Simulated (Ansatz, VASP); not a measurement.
**One calculation of Mo, two programs**

File INCAR:

```
SYSTEM = Mo
  ALGO = Normal
  EDIFF = 1E-6
  ENCUT = 520
  GGA = CA
  ISIF = 2
  ISMEAR = 0
  LASPH = .True.
  LCHARG = .False.
  LREAL = .False.
  LWAVE = .False.
  NBANDS = 13
  NELM = 100
  PREC = Accurate
  SIGMA = 0.2
```

KPOINTS

```
k-points
0
Gamma
  14 14 14
  0 0 0
```

Contents of POSCAR:

```
Mo
1.0
   -1.5565618036      1.5565618036      1.5565618036
    1.5565618036     -1.5565618036      1.5565618036
    1.5565618036      1.5565618036     -1.5565618036
Mo
1
Direct
    0.0000000000      0.0000000000      0.0000000000
```

Input for Ansatz:

```yaml
crystal:
  lattice:
    - [-1.5565618036, 1.5565618036, 1.5565618036]
    - [1.5565618036, -1.5565618036, 1.5565618036]
    - [1.5565618036, 1.5565618036, -1.5565618036]
  atoms:
    - { symbol: Mo, position: [0.0, 0.0, 0.0] }
hamiltonian:
  xc: lda
  pseudopotentials:
    kind: paw
    azcp:
      Mo: "pseudopotentials/Mo.paw.azcp"
basis:
  ecutwfc: 420
  fft_grid_basis: typed
kpoints:
  mp_grid: { grid: [14, 14, 14], shift: [0, 0, 0] }
magnetization:
  spin_polarized: false
scf:
  occupations: { method: gaussian, width: 0.2 }
  lower_state_search: "off"
output:
  stress: true
```

Alike in both runs: task single point; functional LDA; k mesh 14 × 14 × 14; occupations gaussian, width 0.2 eV; no spin polarisation.

|  | VASP | Ansatz |
| --- | --- | --- |
| version | VASP 6.6.1 | Ansatz 0.2.0 |
| potentials or method | VASP PAW LDA potentials, release 64 (Mo_sv), cutoff 520 eV | plane waves (420 eV) with PAW, scalar-relativistic |
| valence electrons in the cell | 14 | 14 |

VASP gave:

| Quantity | Value |
| --- | --- |
| pressure (GPa) | 1.3 |

Q: Which values does Ansatz return?

A: Pressure (GPa): 0.1.

Ansatz warns that its potentials were made for another functional, while VASP's fit it. LDA's correlation is that of Perdew and Zunger in VASP and of Perdew and Wang (1992) in Ansatz.
